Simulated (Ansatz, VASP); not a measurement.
One calculation of AlN, two programs

File INCAR:

```
SYSTEM = AlN
PREC = Accurate
ENCUT = 520
EDIFF = 1E-6
ISMEAR = 0
SIGMA = 0.05
LREAL = .False.
LASPH = .True.
NELM = 60
ALGO = Normal
ISIF = 2
LWAVE = .False.
LCHARG = .False.
GGA = PE
NBANDS = 11
```

KPOINTS

```
Automatic mesh
0
Gamma
  8 8 8
  0 0 0
```

POSCAR

```
AlN
1.0
    0.0000000000      2.2015871043      2.2015871043
    2.2015871043      0.0000000000      2.2015871043
    2.2015871043      2.2015871043      0.0000000000
Al N
1 1
Direct
    0.0225839943     -0.0128854577     -0.0153813140
    0.7274160057      0.7628854577      0.7653813140
```

Input for Ansatz:

```yaml
crystal:
  lattice:
    - [0.0, 2.2015871043, 2.2015871043]
    - [2.2015871043, 0.0, 2.2015871043]
    - [2.2015871043, 2.2015871043, 0.0]
  atoms:
    - { symbol: Al, position: [0.0225839943, -0.0128854577, -0.015381314] }
    - { symbol: "N", position: [0.7274160057, 0.7628854577, 0.765381314] }
basis:
  ecutwfc: 420
kpoints:
  mp_grid: { grid: [8, 8, 8] }
hamiltonian:
  xc: pbe
scf:
  occupations: { method: gaussian, width: 0.05 }
output:
  forces: true
  stress: true
  eigenvalues: true
```

Change from the starting cell: all atoms moved at random, sigma 0.1 Å a component.

Alike in both runs: task single point; functional PBE; k mesh 8 × 8 × 8; occupations gaussian, width 0.05 eV; no spin polarisation.

|  | VASP | Ansatz |
| --- | --- | --- |
| version | VASP 6.6.1 | Ansatz 0.2.0 |
| potentials or method | VASP PAW PBE potentials, release 64 (Al, N), cutoff 520 eV | scalar-relativistic, plane waves, PAW |
| valence electrons in the cell | 8 | 8 |

```tsv
	VASP	Ansatz	Ansatz less VASP
gap on the k mesh at the Fermi level (eV)	2.99	2.99	+0.008
least direct gap on the mesh (eV)	3.64	3.63	-0.008
pressure (GPa)	2.0	2.3	+0.25
traceless stress, the component that is largest in VASP (GPa)	8.19	8.15	-0.047
rms of the force components (eV/Å)	1.226	1.221	-0.0049
```

Atom by atom the forces differ by 0.005 eV/Å (rms over components).
